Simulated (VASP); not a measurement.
Ga2O3, 10 atoms in the cell. It takes space group C2/m (No. 12, monoclinic). The conventional cell has a = 12.132 Å, b = 3.017 Å, c = 5.759 Å, α = 90.00°, β = 103.83°, γ = 90.00°. Within 2.5 Å of Ga (site symmetry m) lie 6 O at 1.92 to 2.06 Å. Within 2.4 Å of Ga (site symmetry m) lie 4 O at 1.82 to 1.85 Å. Within 2.4 Å of O (site symmetry m) lie 3 Ga at 1.82 to 1.92 Å. Within 2.7 Å of O (site symmetry m) lie 4 Ga at 1.85 to 2.06 Å and 3 O at 2.59 to 2.63 Å. Within 2.4 Å of O (site symmetry m) lie 3 Ga at 1.82 to 1.92 Å. 

* Program: VASP 6.6.1
* Task: single point
* Functional: PBEsol
* Potentials or basis: VASP PAW PBE potentials, release 64 (Ga_d, O)
* Cutoff: 520 eV
* k mesh: 9 × 9 × 5
* Occupations: fermi-dirac, width 0.05 eV
* Spin: no spin polarisation
* Dipole correction: no
* Further INCAR settings: ALGO = Normal; EDIFF = 1e-06; NBANDS = 55

Potentials or basis: VASP PAW PBE potentials, release 64 (Ga_d, O).

Command:

```sh
$ cat potpaw_PBE.64/Ga_d/POTCAR potpaw_PBE.64/O/POTCAR > POTCAR
$ mpirun -np 1 vasp_std > vasp.out
```

Hardware: 1 thread of Intel(R) Xeon(R) Platinum 8488C (Sapphire Rapids), with other jobs on the host.

**Question.** Estimate the wall time of this run.

**Answer.** It took 13 min on 1 thread of Intel(R) Xeon(R) Platinum 8488C (Sapphire Rapids), on a shared host, peak memory 0.63 GiB. Counts: scf iterations 15, k points 115.
